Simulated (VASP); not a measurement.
# Si3H2C4 in VASP: a series of runs

Runs on Si3H2C4. Level: LDA. Tasks: single point.

All numbers are computed with VASP 6.6.1; they aren't measurements. Logs are shortened: lines on timing, memory, paths and dates and some standing lists are left out, and cuts for length are marked.

## 1. The cell of the first run

The cell holds a slab with vacuum, 18 atoms: a = 6.122 Å, b = 3.061 Å, c = 19.996 Å, α = 90.00°, β = 90.00°, γ = 90.00°.

## 2. Single point, LDA

INCAR

```
SYSTEM = Si3H2C4
ALGO = Normal
DIPOL = 0.5 0.5 0.350
EDIFF = 1E-6
ENCUT = 520
GGA = CA
IDIPOL = 3
ISIF = 2
ISMEAR = 0
LASPH = .TRUE.
LCHARG = .FALSE.
LDIPOL = .TRUE.
LREAL = Auto
LWAVE = .FALSE.
NBANDS = 45
NELM = 60
PREC = Accurate
SIGMA = 0.05
```

KPOINTS

```
k-points
0
G
  4 8 1
  0 0 0
```

POSCAR

```
Si3H2C4
1.0
    6.1223116280      0.0000000000      0.0000000000
    0.0000000000      3.0611558140      0.0000000000
    0.0000000000      0.0000000000     19.9960979072
C Si H
8 6 4
Direct
    0.5000000000      0.5000000000      0.2326656844
    0.0000000000      0.5000000000      0.2326656844
    0.7500000000      0.0000000000      0.3409150060
    0.2500000000      0.0000000000      0.3409150060
   -0.0060532462      0.5000000000      0.4593165856
    0.5045437261      0.5000000000      0.4407292002
    0.3881180274      0.0000000000      0.5386765165
    0.6089586205      0.0000000000      0.5529292973
    0.2500000000      0.5000000000      0.2867903452
    0.7500000000      0.5000000000      0.2867903452
    0.5014755621      0.0000000000      0.3913013817
   -0.0033961948      0.0000000000      0.3993662369
    0.7178525679      0.5000000000      0.5092268985
    0.2710672081      0.5000000000      0.5015080636
    0.5000000000      0.2236746754      0.1987605550
    0.5000000000      0.7763253246      0.1987605550
    0.0000000000      0.7759774367      0.1986431602
    0.0000000000      0.2240225633      0.1986431602
```

Potentials or basis: VASP PAW LDA potentials, release 64 (C, Si, H).

Started as:

```sh
$ cat potpaw_LDA.64/C/POTCAR potpaw_LDA.64/Si/POTCAR potpaw_LDA.64/H/POTCAR > POTCAR
$ mpirun -np 1 vasp_std > vasp.out
```

OUTCAR:

```text
SYSTEM = Si3H2C4
   EDIFF = 1E-6
   ENCUT = 520
   GGA = CA
   ISIF = 2
   ISMEAR = 0
   LASPH = .TRUE.
   LREAL = Auto
   NELM = 60
   PREC = Accurate

 ion  position               nearest neighbor table
   1  0.500  0.500  0.233-  15 1.08  16 1.08   9 1.87  10 1.87
   2  0.000  0.500  0.233-  17 1.08  18 1.08   9 1.87  10 1.87
   3  0.750  0.000  0.341-  11 1.82  10 1.87  10 1.87  12 1.91
   4  0.250  0.000  0.341-  11 1.84   9 1.87   9 1.87  12 1.94
   5  0.994  0.500  0.459-  14 1.89  12 1.94  12 1.94  13 1.96
   6  0.505  0.500  0.441-  11 1.82  11 1.82  14 1.88  13 1.89
   7  0.388  0.000  0.539-   8 1.38  14 1.85  14 1.85  13 2.60  13 2.60
   8  0.609  0.000  0.553-   7 1.38  13 1.88  13 1.88
   9  0.250  0.500  0.287-   4 1.87   4 1.87   1 1.87   2 1.87  11 3.01  11 3.01  10 3.06  10 3.06
                            12 3.13  12 3.13
  10  0.750  0.500  0.287-   3 1.87   3 1.87   1 1.87   2 1.87  11 3.00  11 3.00   9 3.06   9 3.06
                            12 3.11  12 3.11
  11  0.501  0.000  0.391-   6 1.82   6 1.82   3 1.82   4 1.84  10 3.00  10 3.00   9 3.01   9 3.01
                            14 3.03  14 3.03  12 3.04  12 3.10  13 3.11  13 3.11
  12  0.997  0.000  0.399-   3 1.91   4 1.94   5 1.94   5 1.94  11 3.04  14 3.06  14 3.06  11 3.10
                            10 3.11  10 3.11   9 3.13   9 3.13
  13  0.718  0.500  0.509-   8 1.88   8 1.88   6 1.89   5 1.96   7 2.60   7 2.60  14 2.74  11 3.11
                            11 3.11
  14  0.271  0.500  0.502-   7 1.85   7 1.85   6 1.88   5 1.89  13 2.74  11 3.03  11 3.03  12 3.06
                            12 3.06
  15  0.500  0.224  0.199-   1 1.08
  16  0.500  0.776  0.199-   1 1.08
  17  0.000  0.776  0.199-   2 1.08
  18  0.000  0.224  0.199-   2 1.08

  LATTYP: Found a simple orthorhombic cell.
 ALAT       =     3.0611558140
 B/A-ratio  =     2.0000000000
 C/A-ratio  =     6.5322051938

  Lattice vectors:

 A1 = (   0.0000000000,  -3.0611558140,   0.0000000000)
 A2 = (   6.1223116280,   0.0000000000,   0.0000000000)
 A3 = (   0.0000000000,   0.0000000000,  19.9960979072)

Analysis of symmetry for initial positions (statically):
=====================================================================
 Subroutine PRICEL returns:
 Original cell was already a primitive cell.

 Routine SETGRP: Setting up the symmetry group for a
 simple orthorhombic supercell.

 Subroutine GETGRP returns: Found  2 space group operations
 (whereof  2 operations were pure point group operations)
 out of a pool of  8 trial point group operations.

The static configuration has the point symmetry C_1h.

Analysis of symmetry for dynamics (positions and initial velocities):
=====================================================================
 Subroutine PRICEL returns:
 Original cell was already a primitive cell.

 Routine SETGRP: Setting up the symmetry group for a
 simple orthorhombic supercell.

 Subroutine GETGRP returns: Found  2 space group operations
 (whereof  2 operations were pure point group operations)
 out of a pool of  8 trial point group operations.

The dynamic configuration has the point symmetry C_1h.

 Subroutine INISYM returns: Found  2 space group operations
 (whereof  2 operations are pure point group operations),
 and found     1 'primitive' translations

----------------------------------------------------------------------------------------

                                     Primitive cell

  volume of cell :     374.7539

  direct lattice vectors                    reciprocal lattice vectors
     6.122311628  0.000000000  0.000000000     0.163336998  0.000000000  0.000000000
     0.000000000  3.061155814  0.000000000     0.000000000  0.326673995  0.000000000
     0.000000000  0.000000000 19.996097907     0.000000000  0.000000000  0.050009757

  length of vectors
     6.122311628  3.061155814 19.996097907     0.163336998  0.326673995  0.050009757

  position of ions in fractional coordinates (direct lattice)
     0.500000000  0.500000000  0.232665684
     0.000000000  0.500000000  0.232665684
     0.750000000  0.000000000  0.340915006
     0.250000000  0.000000000  0.340915006
     0.993946754  0.500000000  0.459316586
     0.504543726  0.500000000  0.440729200
[... 10 lines left out ...]
     0.000000000  0.775977437  0.198643160
     0.000000000  0.224022563  0.198643160

  ion indices of the primitive-cell ions
   primitive index   ion index
                 1           1
                 2           2
                 3           3
                 4           4
                 5           5
                 6           6
[... 10 lines left out ...]
                17          17
                18          18

----------------------------------------------------------------------------------------

 KPOINTS: k-points

Automatic generation of k-mesh.
 Grid dimensions read from file:
 generate k-points for:    4    8    1

 Generating k-lattice:

  Cartesian coordinates                     Fractional coordinates (reciprocal lattice)
     0.040834249  0.000000000  0.000000000     0.250000000  0.000000000  0.000000000
     0.000000000  0.040834249  0.000000000     0.000000000  0.125000000  0.000000000
     0.000000000  0.000000000  0.050009757     0.000000000  0.000000000  1.000000000

  Length of vectors
     0.040834249  0.040834249  0.050009757

  Shift w.r.t. Gamma in fractional coordinates (k-lattice)
     0.000000000  0.000000000  0.000000000

 Subroutine IBZKPT returns following result:
 ===========================================

 Found     15 irreducible k-points:

 Following reciprocal coordinates:
            Coordinates               Weight
  0.000000  0.000000  0.000000      1.000000
  0.250000  0.000000  0.000000      2.000000
  0.500000  0.000000  0.000000      1.000000
  0.000000  0.125000  0.000000      2.000000
  0.250000  0.125000  0.000000      4.000000
  0.500000  0.125000  0.000000      2.000000
  0.000000  0.250000  0.000000      2.000000
  0.250000  0.250000  0.000000      4.000000
  0.500000  0.250000  0.000000      2.000000
  0.000000  0.375000  0.000000      2.000000
  0.250000  0.375000  0.000000      4.000000
  0.500000  0.375000  0.000000      2.000000
  0.000000  0.500000  0.000000      1.000000
  0.250000  0.500000  0.000000      2.000000
  0.500000  0.500000  0.000000      1.000000
   k-points           NKPTS =     15   k-points in BZ     NKDIM =     15   number of bands    NBANDS=     45
   number of dos      NEDOS =    301   number of ions     NIONS =     18
   total plane-waves  NPLWV = 172800
   dimension x,y,z NGX =    48 NGY =   24 NGZ =  150
   dimension x,y,z NGXF=    96 NGYF=   48 NGZF=  300
   ions per type =               8   6   4
   NGX,Y,Z   is equivalent  to a cutoff of  13.03, 13.03, 12.47 a.u.
   NGXF,Y,Z  is equivalent  to a cutoff of  26.07, 26.07, 24.94 a.u.
 SYSTEM =  Si3H2C4
   PREC   = accura    normal or accurate (medium, high low for compatibility)
   ISTART =      0    job   : 0-new  1-cont  2-samecut
   ICHARG =      2    charge: 1-file 2-atom 10-const
   ISPIN  =      1    spin polarized calculation?
   LNONCOLLINEAR =      F non collinear calculations
   LSORBIT =      F    spin-orbit coupling
   LASPH  =      T    aspherical Exc in radial PAW
   ENCUT  =  520.0 eV  38.22 Ry    6.18 a.u.  11.38  5.69 37.18*2*pi/ulx,y,z
   NELM   =     60;   NELMIN=  2; NELMDL= -5     # of ELM steps
   EDIFF  = 0.1E-05   stopping-criterion for ELM
   LREAL  =      T    real-space projection
   EDIFFG = 0.1E-04   stopping-criterion for IOM
   NSW    =      0    number of steps for IOM
   IBRION =     -1    ionic relax: 0-MD 1-quasi-New 2-CG
   NFREE  =      0    steps in history (QN), initial steepest desc. (CG)
   ISIF   =      2    stress and relaxation
   ISYM   =      2    0-nonsym 1-usesym 2-fastsym
   POTIM  = 0.5000    time-step for ionic-motion
   TEBEG  =    0.0;   TEEND  =   0.0 temperature during run
   PSTRESS=    0.0 pullay stress
   NELECT =      60.0000    total number of electrons
   NUPDOWN=      -1.0000    fix difference up-down
   EMIN   =  10.00;   EMAX   =-10.00  energy-range for DOS
   EFERMI =   0.00;   METHOD = LEGACY
   ISMEAR =     0;   SIGMA  =   0.05  broadening in eV -4-tet -1-fermi 0-gaus
   EFERMI_NEDOS =   21; number of points for ismear=-14 and -15
   IALGO  =     38    algorithm
   IMIX   =      4    mixing-type and parameters
     AMIX     =   0.40;   BMIX     =  1.00
     AMIX_MAG =   1.60;   BMIX_MAG =  1.00
  volume/ion in A,a.u.               =      20.82       140.50
  Fermi-wavevector in a.u.,A,eV,Ry     =   0.888948  1.679869 10.751721  0.790229
  Thomas-Fermi vector in A             =   2.010445
   LORBIT       =      0    0 simple, 1 ext, 2 COOP (PROOUT), +10 PAW based schemes
   GGA     = CA    functional components
   LHFCALC =     F    Hartree Fock is set to
   AEXX    =    0.0000 exact exchange contribution
   IVDW    =     0    specifies the selected vdW correction
   LEPSILON=     F    determine dielectric tensor
   LRPA    =     F    only Hartree local field effects (RPA)
 non-spin polarized calculation
 Gauss-broadening in eV      SIGMA  =   0.05
  energy-cutoff  :      520.00
  volume of cell :      374.75
 maximum number of plane-waves:     10115
 NGX is ok and might be reduce to    48
   NGX = 23   NGY = 11   NGZ = 75

 dipolmoment           0.000000      0.000000     -0.002528 electrons x Angstroem

 number of electron      60.0000002 magnetization

 dipolmoment           0.000000      0.000000      0.156594 electrons x Angstroem

 Free energy of the ion-electron system (eV)
  ---------------------------------------------------
  ext. energy  EPLUGINS =         0.00000000
  ---------------------------------------------------
  free energy    TOTEN  =      -129.31938809 eV

  energy without entropy =     -129.31844631  energy(sigma->0) =     -129.31891720

 E-fermi :   0.8948     XC(G=0):  -5.3782

 val. band max:        0.8391605167   @ k =   0.2500   0.0000   0.0000
 cond. band min:       0.9371613458   @ k =   0.5000   0.0000   0.0000
 fundamental gap:      0.0980008291
 Fermi energy:         0.8948145286

 k-point     1 :       0.0000    0.0000    0.0000
  band No.  band energies     occupation
      1     -15.8951      2.00000
      2     -14.8945      2.00000
      3     -13.4980      2.00000
      4     -12.5625      2.00000
      5     -12.3209      2.00000
      6     -12.2881      2.00000
[... 34 lines left out ...]
     41       5.6596      0.00000
     42       5.8597      0.00000

 k-point     2 :       0.2500    0.0000    0.0000
  band No.  band energies     occupation
      1     -15.8058      2.00000
      2     -14.7516      2.00000
      3     -13.5905      2.00000
      4     -13.3150      2.00000
      5     -12.6544      2.00000
      6     -11.8558      2.00000
[... 34 lines left out ...]
     41       5.9384      0.00000
     42       6.0324      0.00000

 k-point     3 :       0.5000    0.0000    0.0000
  band No.  band energies     occupation
      1     -15.7012      2.00000
      2     -14.3344      2.00000
      3     -14.2900      2.00000
      4     -13.3211      2.00000
      5     -12.9305      2.00000
      6     -11.8736      2.00000
[... 491 lines left out ...]
      3     -12.1325      2.00000
      4     -12.1181      2.00000
      5     -11.2092      2.00000
      6     -10.8882      2.00000
[... 34 lines left out ...]
     41       6.1827      0.00000
     42       6.2982      0.00000

 k-point    15 :       0.5000    0.5000    0.0000
  band No.  band energies     occupation
      1     -13.6097      2.00000
      2     -12.0641      2.00000
      3     -11.7971      2.00000
      4     -11.7349      2.00000
      5     -11.6827      2.00000
      6     -11.5283      2.00000
[... 34 lines left out ...]
     41       5.8810      0.00000
     42       6.6389      0.00000
 [bands above 42 left out]

------------------------ aborting loop because EDIFF is reached ----------------------------------------

 vacuum level on the upper side and lower side of the slab       (xc-potential included)         0.573        -0.882

  FORCE on cell =-STRESS in cart. coord.  units (eV):
  Direction    XX          YY          ZZ          XY          YZ          ZX
  --------------------------------------------------------------------------------------
  -------------------------------------------------------------------------------------
  Total       -3.5497433     14.4606118     -1.6448705      0.0000000      0.0000000      0.0041337
  in kB      -15.1761431     61.8231499     -7.0322805      0.0000000      0.0000000      0.0176726
  external PRESSURE =      13.2049088 kB  Pullay stress =       0.0000000 kB

 VOLUME and BASIS-vectors are now :
 -----------------------------------------------------------------------------
  energy-cutoff  :      520.00
  volume of cell :      374.75
      direct lattice vectors                 reciprocal lattice vectors
     6.122311628  0.000000000  0.000000000     0.163336998  0.000000000  0.000000000
     0.000000000  3.061155814  0.000000000     0.000000000  0.326673995  0.000000000
     0.000000000  0.000000000 19.996097907     0.000000000  0.000000000  0.050009757

 POSITION                                       TOTAL-FORCE (eV/Angst)
 -----------------------------------------------------------------------------------
      3.06116      1.53058      4.65241         0.001678      0.000000      0.797304
      0.00000      1.53058      4.65241        -0.000548      0.000000      0.591284
      4.59173      0.00000      6.81697         0.982447      0.000000     -0.332158
      1.53058      0.00000      6.81697        -0.981575      0.000000      0.127922
      6.08525      1.53058      9.18454         0.007624      0.000000      0.019993
      3.08897      1.53058      8.81286         0.000184      0.000000     -0.021182
[... 10 lines left out ...]
      0.00000      2.37539      3.97209         0.001730      0.034624     -0.028689
      0.00000      0.68577      3.97209         0.001730     -0.034624     -0.028689
 -----------------------------------------------------------------------------------
    total drift:                                0.001015      0.000000     -0.010855

  FREE ENERGIE OF THE ION-ELECTRON SYSTEM (eV)
  ---------------------------------------------------
  free  energy   TOTEN  =      -129.3193880870 eV

  energy  without entropy=     -129.3184463106  energy(sigma->0) =     -129.31891720

 vacuum level on the upper side and lower side of the slab         5.716         4.216
```

Run time: 3.9 min. Hardware: 1 thread of Intel Xeon 6975P-C (Granite Rapids), shared host; peak memory 0.42 GiB.

What came out:

```yaml
Free_energy: -129.3194 eV
Largest_force: 1.742 eV/Å
Band_gap_on_the_k_mesh: zero (band 30 reaches 0.94 eV, above the bottom of band 31 at 0.76 eV)
```

Forces on the atoms (eV/Å):
```
C    0.002  0.000  0.797
C   -0.001  0.000  0.591
C    0.982  0.000 -0.332
C   -0.982  0.000  0.128
C    0.008  0.000  0.020
C    0.000  0.000 -0.021
C   -0.079  0.000  1.740
C    0.069  0.000 -1.643
Si  -0.482  0.000 -0.567
Si   0.480  0.000 -0.597
Si   0.001  0.000 -0.004
Si  -0.001  0.000 -0.003
Si   0.018  0.000  0.000
Si  -0.018  0.000  0.005
H   -0.001 -0.035 -0.028
H   -0.001  0.035 -0.028
H    0.002  0.035 -0.029
H    0.002 -0.035 -0.029
```

[end of part 1 of 3]
